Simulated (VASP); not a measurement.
A run of VASP 6.6.1:

INCAR

```
SYSTEM = Mo
ALGO     = Normal         ! electronic algorithm
EDIFF    = 1E-7           ! SCF threshold, eV
EDIFFG   = -0.01          ! ionic threshold
ENCUT    = 600            ! plane-wave cutoff, eV
GGA      = RE             ! functional
IBRION   = 2              ! ionic algorithm
ISIF     = 3              ! what is computed and relaxed
ISMEAR   = -1             ! smearing method
LASPH    = .True.         ! aspherical terms in the spheres
LCHARG   = .False.        ! write CHGCAR
LREAL    = .False.        ! projectors in reciprocal space
LWAVE    = .False.        ! write WAVECAR
NELM     = 60             ! most SCF steps
NSW      = 80             ! ionic steps
PREC     = Accurate       ! precision mode
SIGMA    = 0.1            ! smearing width, eV
```

The input KPOINTS:

```
k-points
0
Gamma
  12 12 12
  0 0 0
```

File POSCAR:

```
Mo
1.0
    2.5629259694      0.0000000000      0.0000000000
    0.0000000000      2.5629259694      0.0000000000
    0.0000000000      0.0000000000      2.5629259694
Mo
1
Direct
    0.0000000000      0.0000000000      0.0000000000
```

Potentials or basis: VASP PAW PBE potentials, release 64 (Mo_sv).

Launch:

```bash
$ cat potpaw_PBE.64/Mo_sv/POTCAR > POTCAR
$ mpirun -np 1 vasp_std > vasp.out
```

Hardware: 1 thread of Intel(R) Xeon(R) Platinum 8259CL CPU @ 2.50GHz (Skylake/Cascade Lake), on a shared host.

**Question.** Estimate the wall time of this run.

**Answer.** Wall time 30 s on 1 thread of Intel(R) Xeon(R) Platinum 8259CL CPU @ 2.50GHz (Skylake/Cascade Lake), with other jobs on the host, peak memory 0.14 GiB. Counts: scf iterations 37, k points 84, ion steps 4.
